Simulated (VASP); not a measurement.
TiCo:

```
Co Ti
1.0
     2.98611    0.00000    0.00000
     0.00000    2.98611    0.00000
     0.00000    0.00000    2.98611
Co Ti
1 1
Direct
  0.50000 0.50000 0.50000
  0.00000 0.00000 0.00000
```

- Program: VASP 6.6.1
- Task: relaxation of cell and atoms
- Functional: RPBE
- Potentials or basis: VASP PAW PBE potentials, release 64 (Co, Ti_sv)
- Cutoff: 600 eV
- k mesh: 9 × 9 × 9
- Occupations: fermi-dirac, width 0.05 eV
- Spin: collinear spin, ferromagnetic start
- Starting moments: [2.0, 1.0] μB

At the start: pressure 3.6 GPa; volume 13.31 Å³/atom.

Where does the relaxation end?

Over 3 steps the energy falls by 3.2 meV/atom and the volume is 13.61 Å³/atom (+2.2 %); space group Pm-3m (No. 221, to 0.05 Å); moment 0.85 μB per cell.

The path:
```tsv
step	energy change (eV)	largest force (eV/Å)	pressure (GPa)	volume (Å³)
1	0.0000	0.0000	3.59	26.63
2	-0.0012	0.0000	-2.73	27.79
3	-0.0065	0.0000	0.06	27.22
```

Final structure:
```
Co Ti
1.0
     3.00807    0.00000    0.00000
     0.00000    3.00807    0.00000
     0.00000    0.00000    3.00807
Co Ti
1 1
Direct
  0.50000 0.50000 0.50000
  0.00000 0.00000 0.00000
```

Caveat: the PAW data sets were made with another functional, which shifts forces and pressure a little.
